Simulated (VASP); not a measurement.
# Ir (Fm-3m) in VASP: single point with LDA

Aim: the single point of Ir with LDA.

All numbers are computed with VASP 6.6.1; they aren't measurements. Logs are shortened: lines on timing, memory, paths and dates and some standing lists are left out, and cuts for length are marked.

## 1. The cell of the first run

It takes space group Fm-3m (No. 225, cubic). Conventional cell: a = 3.817 Å, b = 3.817 Å, c = 3.817 Å, α = 90.00°, β = 90.00°, γ = 90.00°. Within 3.6 Å of Ir (site symmetry m-3m) lie 12 Ir at 2.70 Å.

## 2. Single point, LDA

Input file INCAR:

```
SYSTEM = Ir
  ALGO = Normal
  EDIFF = 1E-7
  ENCUT = 520
  ISIF = 2
  ISMEAR = -1
  LASPH = .TRUE.
  LCHARG = .TRUE.
  LELF = .TRUE.
  LREAL = .FALSE.
  LVHAR = .TRUE.
  LWAVE = .FALSE.
  NBANDS = 10
  NELM = 60
  PREC = Accurate
  SIGMA = 0.13605693000000002
```

Input file KPOINTS:

```
k-points
0
G
  15 15 15
  0 0 0
```

Input file POSCAR:

```
Ir
1.0
    0.0000000000      1.9082741645      1.9082741645
    1.9082741645      0.0000000000      1.9082741645
    1.9082741645      1.9082741645      0.0000000000
Ir
1
Direct
    0.0000000000      0.0000000000      0.0000000000
```

Potentials or basis: VASP PAW LDA potentials, release 64 (Ir).

Command:

```
cat potpaw_LDA.64/Ir/POTCAR > POTCAR
mpirun -np 1 vasp_std > vasp.out
```

OUTCAR:

```text
SYSTEM = Ir
   EDIFF = 1E-7
   ENCUT = 520
   ISIF = 2
   ISMEAR = -1
   LASPH = .TRUE.
   LREAL = .FALSE.
   NELM = 60
   PREC = Accurate

 ion  position               nearest neighbor table
   1  0.000  0.000  0.000-

  LATTYP: Found a face centered cubic cell.
 ALAT       =     3.8165483290

  Lattice vectors:

 A1 = (   0.0000000000,   1.9082741645,   1.9082741645)
 A2 = (   1.9082741645,   0.0000000000,   1.9082741645)
 A3 = (   1.9082741645,   1.9082741645,   0.0000000000)

Analysis of symmetry for initial positions (statically):
=====================================================================
 Subroutine PRICEL returns:
 Original cell was already a primitive cell.

 Routine SETGRP: Setting up the symmetry group for a
 face centered cubic supercell.

 Subroutine GETGRP returns: Found 48 space group operations
 (whereof 48 operations were pure point group operations)
 out of a pool of 48 trial point group operations.

The static configuration has the point symmetry O_h .

Analysis of symmetry for dynamics (positions and initial velocities):
=====================================================================
 Subroutine PRICEL returns:
 Original cell was already a primitive cell.

 Routine SETGRP: Setting up the symmetry group for a
 face centered cubic supercell.

 Subroutine GETGRP returns: Found 48 space group operations
 (whereof 48 operations were pure point group operations)
 out of a pool of 48 trial point group operations.

The dynamic configuration has the point symmetry O_h .

 Subroutine INISYM returns: Found 48 space group operations
 (whereof 48 operations are pure point group operations),
 and found     1 'primitive' translations

----------------------------------------------------------------------------------------

                                     Primitive cell

  volume of cell :      13.8980

  direct lattice vectors                    reciprocal lattice vectors
     0.000000000  1.908274165  1.908274165    -0.262016858  0.262016858  0.262016858
     1.908274165  0.000000000  1.908274165     0.262016858 -0.262016858  0.262016858
     1.908274165  1.908274165  0.000000000     0.262016858  0.262016858 -0.262016858

  length of vectors
     2.698707204  2.698707204  2.698707204     0.453826510  0.453826510  0.453826510

  position of ions in fractional coordinates (direct lattice)
     0.000000000  0.000000000  0.000000000

  ion indices of the primitive-cell ions
   primitive index   ion index
                 1           1

----------------------------------------------------------------------------------------

 KPOINTS: k-points

Automatic generation of k-mesh.
 Grid dimensions read from file:
 generate k-points for:   15   15   15

 Generating k-lattice:

  Cartesian coordinates                     Fractional coordinates (reciprocal lattice)
    -0.017467791  0.017467791  0.017467791     0.066666667  0.000000000  0.000000000
     0.017467791 -0.017467791  0.017467791     0.000000000  0.066666667  0.000000000
     0.017467791  0.017467791 -0.017467791     0.000000000  0.000000000  0.066666667

  Length of vectors
     0.030255101  0.030255101  0.030255101

  Shift w.r.t. Gamma in fractional coordinates (k-lattice)
     0.000000000  0.000000000  0.000000000

 Subroutine IBZKPT returns following result:
 ===========================================

 Found    120 irreducible k-points:

 Following reciprocal coordinates:
            Coordinates               Weight
  0.000000  0.000000  0.000000      1.000000
  0.066667  0.000000  0.000000      8.000000
  0.133333  0.000000  0.000000      8.000000
  0.200000  0.000000  0.000000      8.000000
  0.266667  0.000000  0.000000      8.000000
  0.333333  0.000000  0.000000      8.000000
[... 16 lines left out ...]
  0.133333  0.133333  0.000000      6.000000
  0.200000  0.133333  0.000000     24.000000
 [... further k-points ...]
   k-points           NKPTS =    120   k-points in BZ     NKDIM =    120   number of bands    NBANDS=     10
   number of dos      NEDOS =    301   number of ions     NIONS =      1
   total plane-waves  NPLWV =   8000
   dimension x,y,z NGX =    20 NGY =   20 NGZ =   20
   dimension x,y,z NGXF=    40 NGYF=   40 NGZF=   40
   ions per type =               1
   NGX,Y,Z   is equivalent  to a cutoff of  12.32, 12.32, 12.32 a.u.
   NGXF,Y,Z  is equivalent  to a cutoff of  24.64, 24.64, 24.64 a.u.
 SYSTEM =  Ir
   PREC   = accura    normal or accurate (medium, high low for compatibility)
   ISTART =      0    job   : 0-new  1-cont  2-samecut
   ICHARG =      2    charge: 1-file 2-atom 10-const
   ISPIN  =      1    spin polarized calculation?
   LNONCOLLINEAR =      F non collinear calculations
   LSORBIT =      F    spin-orbit coupling
   LASPH  =      T    aspherical Exc in radial PAW
   ENCUT  =  520.0 eV  38.22 Ry    6.18 a.u.   5.02  5.02  5.02*2*pi/ulx,y,z
   NELM   =     60;   NELMIN=  2; NELMDL= -5     # of ELM steps
   EDIFF  = 0.1E-06   stopping-criterion for ELM
   LREAL  =      F    real-space projection
   EDIFFG = 0.1E-05   stopping-criterion for IOM
   NSW    =      0    number of steps for IOM
   IBRION =     -1    ionic relax: 0-MD 1-quasi-New 2-CG
   NFREE  =      0    steps in history (QN), initial steepest desc. (CG)
   ISIF   =      2    stress and relaxation
   ISYM   =      2    0-nonsym 1-usesym 2-fastsym
   POTIM  = 0.5000    time-step for ionic-motion
   TEBEG  =    0.0;   TEEND  =   0.0 temperature during run
   PSTRESS=    0.0 pullay stress
   NELECT =       9.0000    total number of electrons
   NUPDOWN=      -1.0000    fix difference up-down
   EMIN   =  10.00;   EMAX   =-10.00  energy-range for DOS
   EFERMI =   0.00;   METHOD = LEGACY
   ISMEAR =    -1;   SIGMA  =   0.14  broadening in eV -4-tet -1-fermi 0-gaus
   EFERMI_NEDOS =   21; number of points for ismear=-14 and -15
   IALGO  =     38    algorithm
   IMIX   =      4    mixing-type and parameters
     AMIX     =   0.40;   BMIX     =  1.00
     AMIX_MAG =   1.60;   BMIX_MAG =  1.00
  volume/ion in A,a.u.               =      13.90        93.79
  Fermi-wavevector in a.u.,A,eV,Ry     =   1.416353  2.676519 27.294054  2.006056
  Thomas-Fermi vector in A             =   2.537696
   LORBIT       =      0    0 simple, 1 ext, 2 COOP (PROOUT), +10 PAW based schemes
   GGA     = CA    functional components
   LHFCALC =     F    Hartree Fock is set to
   AEXX    =    0.0000 exact exchange contribution
   IVDW    =     0    specifies the selected vdW correction
   LEPSILON=     F    determine dielectric tensor
   LRPA    =     F    only Hartree local field effects (RPA)
 non-spin polarized calculation
  energy-cutoff  :      520.00
  volume of cell :       13.90
 maximum number of plane-waves:       384
   NGX =  9   NGY =  9   NGZ =  9

 number of electron       9.0000001 magnetization

 Free energy of the ion-electron system (eV)
  ---------------------------------------------------
  ext. energy  EPLUGINS =         0.00000000
  ---------------------------------------------------
  free energy    TOTEN  =       -10.35721988 eV

  energy without entropy =      -10.30632759  energy(sigma->0) =      -10.33177373

 E-fermi :  10.6164     XC(G=0): -14.2425

 val. band max:       10.5917173573   @ k =  -0.2667   0.0667   0.0000
 cond. band min:      10.6250841073   @ k =  -0.3333   0.3333   0.0000
 fundamental gap:      0.0333667500
 Fermi energy:        10.6164168254

 k-point     1 :       0.0000    0.0000    0.0000
  band No.  band energies     occupation
      1      -0.6714      2.00000
      2       6.6021      2.00000
      3       6.6021      2.00000
      4       6.6021      2.00000
      5       9.4049      1.99973
      6       9.4049      1.99973
      7      24.9343      0.00000
      8      30.5778      0.00000
      9      30.5778      0.00000
     10      30.5778      0.00000

 k-point     2 :       0.0667    0.0000    0.0000
  band No.  band energies     occupation
      1      -0.4699      2.00000
      2       6.4947      2.00000
      3       6.6899      2.00000
      4       6.6899      2.00000
      5       9.3476      1.99982
      6       9.3476      1.99982
      7      25.2856      0.00000
      8      29.5741      0.00000
      9      30.9135      0.00000
     10      30.9135      0.00000

 k-point     3 :       0.1333    0.0000    0.0000
  band No.  band energies     occupation
      1       0.1028      2.00000
      2       6.2412      2.00000
      3       6.9033      2.00000
      4       6.9033      2.00000
      5       9.2453      1.99992
      6       9.2453      1.99992
      7      26.2002      0.00000
      8      27.7828      0.00000
      9      31.8766      0.00000
     10      31.8766      0.00000

 k-point     4 :       0.2000    0.0000    0.0000
  band No.  band energies     occupation
      1       0.9290      2.00000
      2       6.0357      2.00000
      3       7.0756      2.00000
      4       7.0756      2.00000
      5       9.3037      1.99987
      6       9.3037      1.99987
      7      25.8415      0.00000
      8      27.3498      0.00000
      9      33.3343      0.00000
     10      33.3343      0.00000
[... 222 lines left out ...]
 k-point    22 :      -0.0667    0.0667    0.0000
  band No.  band energies     occupation
      1      -0.1428      2.00000
      2       6.3022      2.00000
      3       6.8126      2.00000
      4       6.8708      2.00000
      5       9.1037      1.99997
      6       9.4390      1.99965
      7      25.8382      0.00000
      8      28.7035      0.00000
      9      30.7957      0.00000
     10      31.7645      0.00000

 k-point    23 :       0.1333    0.1333    0.0000
  band No.  band energies     occupation
      1       0.3685      2.00000
      2       5.8485      2.00000
      3       7.2109      2.00000
      4       7.2109      2.00000
      5       8.5326      2.00000
      6       9.7178      1.99729
      7      26.7307      0.00000
      8      28.9378      0.00000
      9      30.8346      0.00000
     10      30.8346      0.00000

 k-point    24 :       0.2000    0.1333    0.0000
  band No.  band energies     occupation
      1       1.0095      2.00000
      2       5.5236      2.00000
      3       7.4119      2.00000
      4       7.5107      2.00000
      5       8.3462      2.00000
      6       9.8859      1.99073
      7      27.7138      0.00000
      8      27.8322      0.00000
      9      30.9617      0.00000
     10      31.4956      0.00000

 [... further k-points ...]
[... 5 lines left out ...]
  --------------------------------------------------------------------------------------
  -------------------------------------------------------------------------------------
  Total        0.0994573      0.0994573      0.0994573     -0.0000000      0.0000000      0.0000000
  in kB       11.4655560     11.4655560     11.4655560     -0.0000000      0.0000000      0.0000000
  external PRESSURE =      11.4655560 kB  Pullay stress =       0.0000000 kB

 VOLUME and BASIS-vectors are now :
 -----------------------------------------------------------------------------
  energy-cutoff  :      520.00
  volume of cell :       13.90
      direct lattice vectors                 reciprocal lattice vectors
     0.000000000  1.908274165  1.908274165    -0.262016858  0.262016858  0.262016858
     1.908274165  0.000000000  1.908274165     0.262016858 -0.262016858  0.262016858
     1.908274165  1.908274165  0.000000000     0.262016858  0.262016858 -0.262016858

 POSITION                                       TOTAL-FORCE (eV/Angst)
 -----------------------------------------------------------------------------------
      0.00000      0.00000      0.00000         0.000000      0.000000      0.000000
 -----------------------------------------------------------------------------------
    total drift:                                0.000000      0.000000      0.000000

  FREE ENERGIE OF THE ION-ELECTRON SYSTEM (eV)
  ---------------------------------------------------
  free  energy   TOTEN  =       -10.3572198795 eV

  energy  without entropy=      -10.3063275867  energy(sigma->0) =      -10.33177373
```

Run time: 8.7 s. Hardware: 1 thread of Intel Xeon Platinum 8488C (Sapphire Rapids), shared host; peak memory 0.13 GiB.

Results:

* Free energy: -10.3572 eV
* Pressure: 1.1 GPa

Caveat: spin-orbit coupling is left out, which moves the levels of the heavy elements.
